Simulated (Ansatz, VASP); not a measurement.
# Two plane-wave programs on HgTe

File INCAR:

```
PREC = Accurate ; ENCUT = 520
EDIFF = 1E-6 ; ISMEAR = 0
SIGMA = 0.1 ; LREAL = False
LASPH = True ; NELM = 60
ALGO = Normal ; ISIF = 2
LWAVE = False ; LCHARG = False
GGA = PE ; IVDW = 12
NBANDS = 26
```

File KPOINTS:

```
Automatic mesh
0
Gamma
  4 4 4
```

File POSCAR:

```
HgTe
1.0
    4.1972985000      0.0000000000      0.0000000000
    0.0000000000      4.1972985000      0.0000000000
    0.0000000000      0.0000000000      6.2856037800
Hg Te
2 2
Direct
    0.0000000000      0.0000000000      0.0000000000
    0.5000000000      0.5000000000      0.0000000000
    0.0000000000      0.5000000000      0.2279497600
    0.5000000000      0.0000000000      0.7720502400
```

Input for Ansatz:

```yaml
crystal:
  lattice:
    - [4.1972985, 0.0, 0.0]
    - [0.0, 4.1972985, 0.0]
    - [0.0, 0.0, 6.28560378]
  atoms:
    - { symbol: Hg, position: [0.0, 0.0, 0.0] }
    - { symbol: Hg, position: [0.5, 0.5, 0.0] }
    - { symbol: Te, position: [0.0, 0.5, 0.22794976] }
    - { symbol: Te, position: [0.5, 0.0, 0.77205024] }
basis:
  ecutwfc: 420
kpoints:
  mp_grid: { grid: [4, 4, 4] }
hamiltonian:
  xc: pbe
  dispersion: d3bj
scf:
  occupations: { method: gaussian, width: 0.1 }
  lower_state_search: "off"
output:
  forces: true
  stress: true
  eigenvalues: true
```

Alike in both runs: task single point; functional PBE; dispersion D3(BJ); k mesh 4 × 4 × 4; occupations gaussian, width 0.1 eV; no spin polarisation.

|  | VASP | Ansatz |
| --- | --- | --- |
| version | VASP 6.6.1 | Ansatz 0.2.0 |
| potentials or method | VASP PAW PBE potentials, release 64 (Hg, Te), cutoff 520 eV | scalar-relativistic, plane waves, PAW |
| valence electrons in the cell | 36 | 72 |

```tsv
	VASP	Ansatz	Ansatz less VASP
gap on the k mesh at the Fermi level (eV)	none	none	-
rms of the force components (eV/Å)	3.501	3.420	-0.0801
```

Atom by atom the forces differ by 0.080 eV/Å (rms over components). A gap of «none» marks a metal or a gap that the smearing closes. VASP's potentials hold 36 valence electrons a cell and Ansatz's 72, so a difference there can come from the potentials and not from the codes.

The k mesh is coarse, so the values compare programs but aren't converged. Neither program's run includes spin-orbit coupling.
